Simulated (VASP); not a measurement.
**Nb: single point with PBEsol**

Nb:

```
CELL_PARAMETERS angstrom
0.26537 2.25566 2.25566
2.25566 0.26537 2.25566
2.25566 2.25566 0.26537
ATOMIC_POSITIONS crystal
Nb 0.00000 0.00000 0.00000
```

This cell differs from its parent crystal: ratio of the length along [111] to the lengths across it x 1.2, volume and fractional coordinates fixed.

```
Program             : VASP 6.6.1
Task                : single point
Functional          : PBEsol
Potentials or basis : VASP PAW PBE potentials, release 64 (Nb_sv)
Cutoff              : 520 eV
k mesh              : 22 × 22 × 22
Occupations         : gaussian, width 0.15 eV
Spin                : no spin polarisation
```

* Pressure: -6.4 GPa

Stress tensor (GPa, compression positive):
```
-6.37 -3.59 -3.59
-3.59 -6.37 -3.59
-3.59 -3.59 -6.37
```

Levels at points of the mesh, in eV from the Fermi level:
```tsv
k point	band 2	band 3	band 4	band 5	band 6	band 7	band 8	band 9	band 10	band 11
(0.00, 0.00, 0.00)	-30.38	-29.84	-29.84	-6.16	-1.51	0.61	0.61	3.23	3.23	11.41
(0.50, 0.00, 0.00)	-31.44	-30.36	-30.17	-3.80	-1.43	1.21	2.02	3.37	5.91	11.43
(0.50, 0.50, 0.00)	-31.37	-30.57	-30.27	-4.01	-3.35	3.70	4.14	4.83	6.04	9.86
(0.50, 0.50, 0.50)	-31.10	-29.90	-29.90	-3.93	-0.10	0.35	0.35	4.46	4.46	8.07
```

It took 2.4 min on 1 thread of Intel(R) Xeon(R) 6975P-C (Granite Rapids), on a shared host, peak memory 0.33 GiB.

Caveat: the PAW data sets were made with another functional, which shifts forces and pressure a little.
